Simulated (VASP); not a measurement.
Input of a VASP 6.6.1 run:

Contents of INCAR:

```
SYSTEM = Sc2Re
PREC = Accurate ; ENCUT = 520
EDIFF = 1E-6 ; ISMEAR = 0
SIGMA = 0.1 ; LREAL = .FALSE.
LASPH = .TRUE. ; NELM = 100
ALGO = Normal ; ISIF = 2
LWAVE = .FALSE. ; LCHARG = .TRUE.
GGA = PE ; LELF = .TRUE.
LVHAR = .TRUE. ; NBANDS = 22
```

Contents of KPOINTS:

```
Automatic mesh
0
G
  6 6 6
  0 0 0
```

POSCAR

```
Sc2Re
1.0
    4.5993212737      0.0000000000      0.0000000000
   -2.2996606369      3.9831290633      0.0000000000
    0.0000000000      0.0000000000      2.9237450722
Sc Re
2 1
Direct
    0.3333333333      0.6666666667      0.5000000000
    0.6666666667      0.3333333333      0.5000000000
    0.0000000000      0.0000000000      0.0000000000
```

Potentials or basis: VASP PAW PBE potentials, release 64 (Sc_sv, Re).

Command:

```bash
$ cat potpaw_PBE.64/Sc_sv/POTCAR potpaw_PBE.64/Re/POTCAR > POTCAR
$ mpirun -np 1 vasp_std > vasp.out
```

Task: What does it give for the band gap on the k mesh?

Result: Zero (an odd number of electrons rules out a gap without spin polarisation).

Task: Predict the pressure.

Result: 2.7 GPa.

Stress tensor (GPa, compression positive):
```
 8.02  0.00  0.00
 0.00  8.02  0.00
 0.00  0.00 -7.92
```

Caveat: spin-orbit coupling is left out, which moves the levels of the heavy elements.
